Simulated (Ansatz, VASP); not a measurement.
## Two plane-wave programs on Ir

INCAR

```
PREC     = Accurate       # precision mode
ENCUT    = 520            # plane-wave cutoff, eV
EDIFF    = 1E-8           # SCF threshold, eV
ISMEAR   = -1             # smearing method
SIGMA    = 0.05           # smearing width, eV
LREAL    = False          # projectors in reciprocal space
LASPH    = True           # aspherical terms in the spheres
NELM     = 60             # most SCF steps
ALGO     = Normal         # electronic algorithm
ISIF     = 2              # what is computed and relaxed
LWAVE    = False          # write WAVECAR
LCHARG   = False          # write CHGCAR
GGA      = PE             # functional
LEFG     = True         
NBANDS   = 10             # bands
```

The input KPOINTS:

```
regular mesh
0
Gamma
  15 15 15
```

POSCAR

```
Ir
1.0
    0.0000000000      1.9324136155      1.9324136155
    1.9324136155      0.0000000000      1.9324136155
    1.9324136155      1.9324136155      0.0000000000
Ir
1
Direct
    0.0000000000      0.0000000000      0.0000000000
```

Input for Ansatz:

```yaml
crystal:
  lattice:
    - [0.0, 1.9324136155, 1.9324136155]
    - [1.9324136155, 0.0, 1.9324136155]
    - [1.9324136155, 1.9324136155, 0.0]
  atoms:
    - { symbol: Ir, position: [0.0, 0.0, 0.0] }
kpoints:
  mp_grid: { grid: [15, 15, 15] }
scf:
  occupations: { method: fermi_dirac, width: 0.05 }
hamiltonian:
  xc: pbe
  pseudopotentials: { kind: paw }
output:
  forces: true
  stress: true
  eigenvalues: true
  efg: { contact_densities: true }
```

Change from the starting cell: volume scaled by 1.02, PAW files.

Alike in both runs: task electric field gradients; functional PBE; k mesh 15 × 15 × 15; occupations fermi-dirac, width 0.05 eV; no spin polarisation.

```csv
,VASP,Ansatz
version,VASP 6.6.1,Ansatz 0.2.0
potentials or method,"VASP PAW PBE potentials, release 64 (Ir)","PAW with Ansatz's default frozen-core files, scalar-relativistic"
plane-wave cutoff (eV),520,420
valence electrons in the cell,9,17
```

Ansatz gave:

```
pressure (GPa) : 1.5
```

Estimate VASP's values.

pressure (GPa): 2.0.

VASP's potentials hold 9 valence electrons a cell and Ansatz's 17, so a difference there can come from the potentials and not from the codes.

Neither program's run includes spin-orbit coupling.
